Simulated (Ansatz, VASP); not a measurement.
One calculation of Te2Mo, two programs

```
Te Mo
1.0
     3.58720    0.00000    0.00000
    -1.79360    3.10661    0.00000
     0.00000    0.00000   14.24766
Te Mo
4 2
Direct
  0.33333 0.66667 0.62417
  0.66667 0.33333 0.12417
  0.33333 0.66667 0.87583
  0.66667 0.33333 0.37583
  0.33333 0.66667 0.25000
  0.66667 0.33333 0.75000
```

Change from the starting cell: volume scaled by 1.06, ions relaxed.

Alike in both runs: functional PBE; k mesh 14 × 14 × 3; occupations fermi-dirac, width 0.02 eV; no spin polarisation.

Ansatz relaxed the structure, and its values are those at the end. VASP's run is a single point on that final structure, the one shown.

```csv
,VASP,Ansatz
version,VASP 6.6.1,Ansatz 0.2.0
potentials or method,"VASP PAW PBE potentials, release 64 (Te, Mo_sv)","plane-wave PAW, scalar-relativistic"
plane-wave cutoff (eV),520,420
valence electrons in the cell,52,92
```

Ansatz gave:

| Quantity | Value |
| --- | --- |
| gap on the k mesh at the Fermi level (eV) | 0.80 |
| pressure (GPa) | -0.2 |
| rms of the force components (eV/Å) | 0.004 |

Q: What did VASP give for the same quantities?

A: gap on the k mesh at the Fermi level (eV): 0.79; pressure (GPa): -0.2; rms of the force components (eV/Å): 0.011.

VASP's potentials hold 52 valence electrons a cell and Ansatz's 92, so a difference there can come from the potentials and not from the codes. Ansatz's warnings: stress scf threshold loose.

Spin-orbit coupling is off throughout.
